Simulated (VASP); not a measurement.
Write the native input for VASP 6.6.1 that does the following.

```
Task                   : single point
Functional             : PBE
Potentials or basis    : VASP PAW PBE potentials, release 64 (Sn_d, Se)
Cutoff                 : 520 eV
k mesh                 : 10 × 10 × 6
Occupations            : fermi-dirac, width 0.05 eV
Spin                   : no spin polarisation
Dipole correction      : no
Further INCAR settings : ALGO = Normal; EDIFF = 1e-07; NBANDS = 28
```

The structure of SnSe (NiAs type) lies in POSCAR:

```
SnSe
1.0
    3.9801477264      0.0000000000      0.0000000000
   -1.9900738632      3.4469090418      0.0000000000
    0.0000000000      0.0000000000      7.5493592104
Sn Se
2 2
Direct
    0.0000000000      0.0000000000      0.0000000000
    0.0000000000      0.0000000000      0.5000000000
    0.3333333333      0.6666666667      0.2500000000
    0.6666666667      0.3333333333      0.7500000000
```

The input as run:

INCAR

```
SYSTEM = SnSe
PREC = Accurate
ENCUT = 520
EDIFF = 1E-7
ISMEAR = -1
SIGMA = 0.05
LREAL = .False.
LASPH = .True.
NELM = 80
ALGO = Normal
ISIF = 2
LWAVE = .False.
LCHARG = .False.
GGA = PE
NBANDS = 28
```

KPOINTS

```
Automatic mesh
0
Gamma
  10 10 6
  0 0 0
```

Potentials or basis: VASP PAW PBE potentials, release 64 (Sn_d, Se).

Launch:

```bash
$ cat potpaw_PBE.64/Sn_d/POTCAR potpaw_PBE.64/Se/POTCAR > POTCAR
$ mpirun -np 1 vasp_std > vasp.out
```

Results of the run:

```yaml
Pressure: 4.1 GPa
Band_gap_on_the_k_mesh: zero (band 20 reaches 6.95 eV, above the bottom of band 21 at 6.02 eV)
```

Caveat: spin-orbit coupling is left out, which moves the levels of the heavy elements.

It took 64 s on 1 thread of Intel(R) Xeon(R) 6975P-C (Granite Rapids), on a shared host, peak memory 0.29 GiB.
